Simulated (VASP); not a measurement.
The system is TiAl.

```xyz
2
Lattice="3.1791 0.0000 0.0000 0.0000 3.1791 0.0000 0.0000 0.0000 3.1791" Properties=species:S:1:pos:R:3 pbc="T T T"
Ti    0.0000    0.0000    0.0000
Al    1.5895    1.5895    1.5895
```

Base run:

| Quantity | Value |
| --- | --- |
| Program | VASP 6.6.1 |
| Functional | PBE0 |
| Potentials or basis | VASP PAW PBE potentials, release 64 (Ti_sv, Al) |
| Cutoff | 520 eV |
| k mesh | 6 × 6 × 6 |
| Occupations | fermi-dirac, width 0.05 eV |
| Spin | no spin polarisation |

Its results: band gap on the k mesh zero (an odd number of electrons rules out a gap without spin polarisation); pressure -2.7 GPa.

Problem. After a change of settings the same cell gave: band gap on the k mesh zero (an odd number of electrons rules out a gap without spin polarisation); pressure -1.2 GPa. Which change was it?
A. functional from PBE0 to PBE-based screened hybrid with 25 % exact exchange; cutoff from 520 eV to 400 eV; occupations from fermi-dirac, width 0.05 eV to fermi-dirac, width 0.01 eV
B. k mesh from 6 × 6 × 6 to 4 × 4 × 4
C. cutoff from 520 eV to 400 eV; k mesh from 6 × 6 × 6 to 5 × 5 × 5; dispersion from none to D3(BJ)

Solution. B.

Caveats: some runs use coarse meshes; the PAW data sets were made with another functional, which shifts forces and pressure a little.
